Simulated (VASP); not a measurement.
Write the native input for VASP 6.6.1 that does the following.

| Quantity | Value |
| --- | --- |
| Task | single point |
| Functional | PBE |
| Potentials or basis | VASP PAW PBE potentials, release 64 (Cd, S) |
| Cutoff | 520 eV |
| k mesh | 6 × 6 × 6 |
| Occupations | gaussian, width 0.5 eV |
| Spin | no spin polarisation |
| Dipole correction | no |
| Further INCAR settings | ALGO = Normal; EDIFF = 1e-06; NBANDS = 16 |

The structure of CdS lies in POSCAR:

```
CdS
1.0
    0.0000000000      2.9392148400      2.9392148400
    2.9392148400      0.0000000000      2.9392148400
    2.9392148400      2.9392148400      0.0000000000
Cd S
1 1
Direct
    0.0000000000      0.0000000000      0.0000000000
    0.2500000000      0.2500000000      0.2500000000
```

These files were run (other wordings do the same):

INCAR

```
PREC     = Accurate       # precision mode
ENCUT    = 520            # plane-wave cutoff, eV
EDIFF    = 1E-6           # SCF threshold, eV
ISMEAR   = 0              # smearing method
SIGMA    = 0.5            # smearing width, eV
LREAL    = F              # projectors in reciprocal space
LASPH    = T              # aspherical terms in the spheres
NELM     = 60             # most SCF steps
ALGO     = Normal         # electronic algorithm
ISIF     = 2              # what is computed and relaxed
LWAVE    = F              # write WAVECAR
LCHARG   = F              # write CHGCAR
GGA      = PE             # functional
NBANDS   = 16             # bands
```

KPOINTS

```
Automatic mesh
0
Gamma
  6 6 6
```

Potentials or basis: VASP PAW PBE potentials, release 64 (Cd, S).

Command:

```console
$ cat potpaw_PBE.64/Cd/POTCAR potpaw_PBE.64/S/POTCAR > POTCAR
$ mpirun -np 1 vasp_std > vasp.out
```

It gave:

* Pressure: 1.7 GPa
* Band gap on the k mesh: 1.10 eV, direct

Run time: 7.1 s on 1 thread of Intel(R) Xeon(R) 6975P-C (Granite Rapids), on a shared host, peak memory 0.17 GiB.
